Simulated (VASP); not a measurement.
Wanted: the native input for a VASP 6.6.1 run.

```yaml
Task: electric field gradients
Functional: PBE
Potentials_or_basis: VASP PAW PBE potentials, release 64 (Zn, Se)
Cutoff: 520 eV
k_mesh: 8 × 8 × 8
Occupations: fermi-dirac, width 0.03 eV
Spin: non-collinear spin, zero start, spin-orbit coupling
Starting_moments: "[[0.0, 0.0, 0.0], [0.0, 0.0, 0.0]] μB"
Dipole_correction: no
Further_INCAR_settings: ALGO = Normal; EDIFF = 1e-08; NBANDS = 30
```

The structure of ZnSe lies in POSCAR:

```
ZnSe
1.0
    0.0000000000      2.8338000000      2.8338000000
    2.8338000000      0.0000000000      2.8338000000
    2.8338000000      2.8338000000      0.0000000000
Zn Se
1 1
Direct
    0.0000000000      0.0000000000      0.0000000000
    0.7500000000      0.7500000000      0.7500000000
```

These files were run (other wordings do the same):

INCAR

```
  ALGO = Normal
  EDIFF = 1E-8
  ENCUT = 520
  GGA = PE
  GGA_COMPAT = False
  ISIF = 2
  ISMEAR = -1
  LASPH = True
  LCHARG = False
  LEFG = True
  LORBIT = 11
  LORBMOM = True
  LREAL = False
  LSORBIT = True
  LWAVE = False
  MAGMOM = 0 0 0 0 0 0
  NBANDS = 30
  NELM = 150
  PREC = Accurate
  SIGMA = 0.03
```

KPOINTS

```
k-points
0
Gamma
  8 8 8
```

Potentials or basis: VASP PAW PBE potentials, release 64 (Zn, Se).

The run is started by

```bash
$ cat potpaw_PBE.64/Zn/POTCAR potpaw_PBE.64/Se/POTCAR > POTCAR
$ mpirun -np 1 vasp_ncl > vasp.out
```

It gave:

- Pressure: 2.4 GPa
- Net moment: 0.00 μB per cell
- Largest electric field gradient by atom: zero within the noise of the run
- Valence electrons inside the program's atomic spheres: Zn 10.77; Se 3.90

Run time: 3.5 min on 1 thread of Intel Xeon 8259CL (shared host), peak memory 0.32 GiB.
